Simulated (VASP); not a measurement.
Write the native input for VASP 6.6.1 that does the following.

- Task: single point
- Functional: PBE
- Potentials or basis: VASP PAW PBE potentials, release 64 (Si)
- Cutoff: 520 eV
- k mesh: 9 × 9 × 9
- Occupations: fermi-dirac, width 0.05 eV
- Spin: no spin polarisation
- Dipole correction: no
- Further INCAR settings: ALGO = Normal; EDIFF = 1e-07; NBANDS = 11

The structure of Si lies in POSCAR:

```
Si
1.0
    0.0000000000      2.6605045468      2.6605045468
    2.6605045468      0.0000000000      2.6605045468
    2.6605045468      2.6605045468      0.0000000000
Si
2
Direct
    0.5000000000      0.5000000000      0.5000000000
    0.7500000000      0.7500000000      0.7500000000
```

This cell differs from its parent crystal: volume scaled by 0.92.

These files were run (other wordings do the same):

INCAR

```
PREC = Accurate
ENCUT = 520
EDIFF = 1E-7
ISMEAR = -1
SIGMA = 0.05
LREAL = F
LASPH = T
NELM = 80
ALGO = Normal
ISIF = 2
LWAVE = F
LCHARG = F
GGA = PE
NBANDS = 11
```

KPOINTS

```
Automatic mesh
0
Gamma
  9 9 9
```

Potentials or basis: VASP PAW PBE potentials, release 64 (Si).

Command:

```console
$ cat potpaw_PBE.64/Si/POTCAR > POTCAR
$ mpirun -np 1 vasp_std > vasp.out
```

It gave:

```yaml
Pressure: 8.7 GPa
Band_gap_on_the_k_mesh: 0.46 eV, indirect (least direct gap 2.59 eV)
```

It took 7.8 s on 1 thread of Intel(R) Xeon(R) Platinum 8488C (Sapphire Rapids) (shared host), peak memory 0.14 GiB.
